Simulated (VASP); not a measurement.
Here is a VASP 6.6.1 calculation.

Contents of INCAR:

```
ALGO = Normal
EDIFF = 1E-6
ENCUT = 520
GGA = PE
ISIF = 2
ISMEAR = -1
IVDW = 13
LASPH = T
LCHARG = F
LREAL = F
LWAVE = F
NBANDS = 20
NELM = 100
PREC = Accurate
SIGMA = 0.02
```

Contents of KPOINTS:

```
k-points
0
Gamma
  6 6 6
```

File POSCAR:

```
SnSe2
1.0
    1.8950116506      1.0940854866      6.0269119705
   -1.8950116506      1.0940854866      6.0269119705
    0.0000000000     -2.1881709732      6.0269119705
Sn Se
1 2
Direct
   -0.0002292479     -0.0002292479     -0.0002292479
    0.4278747020      0.4278747020      0.4278747020
    0.2390212128      0.2390212128      0.2390212128
```

Potentials or basis: VASP PAW PBE potentials, release 64 (Sn_d, Se).

Command:

```console
$ cat potpaw_PBE.64/Sn_d/POTCAR potpaw_PBE.64/Se/POTCAR > POTCAR
$ mpirun -np 1 vasp_std > vasp.out
```

(1) What does it give for the largest force?

(2) What does it give for the dispersion energy per atom?

(3) What does it give for the pressure?

(4) Predict the band gap on the k mesh.

Answers

(1) 0.338 eV/Å.

(2) -0.407 eV.

(3) 0.3 GPa.

(4) zero (bands 13 and 14 overlap by 0.68 eV).

Caveat: semilocal functionals underestimate gaps, so a narrow gap can read as zero; spin-orbit coupling is left out, which moves the levels of the heavy elements.
